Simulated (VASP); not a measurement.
Runs of VASP 6.6.1 on W. The structure is that of space group Im-3m (No. 229), or close to it. The cells are those of the table. 

```csv
cell,gap on the mesh (eV),pressure (GPa)
"a = 2.741 Å, angles 109.5°, 1 atom",none,(a)
"a = 2.765 Å, angles 109.5°, 1 atom",none,-2.2
"a = 2.691 Å, angles 109.5°, 1 atom",none,(b)
"a = 2.716 Å, angles 109.5°, 1 atom",none,15.5
"a = 2.789 Å, angles 109.5°, 1 atom",none,-9.4
"a = 2.666 Å, angles 109.5°, 1 atom",none,39.0
"a = 2.812 Å, angles 109.5°, 1 atom",none,-15.7
```

Alike in all rows: task single point; level PBE; potentials or basis VASP PAW PBE potentials, release 64 (W_sv); no spin polarisation; k mesh 13 × 13 × 13; cutoff (eV) 520; smearing fermi-dirac 0.1 eV.

Task: Fill in the values left out.

Result: (a) 6.0; (b) 26.4.

Caveats: spin-orbit coupling is left out, which moves the levels of the heavy elements.

A k mesh can miss the band edges, and the runs leave out spin-orbit coupling on W.

A gap of «none» marks levels without a gap at the run's occupations.
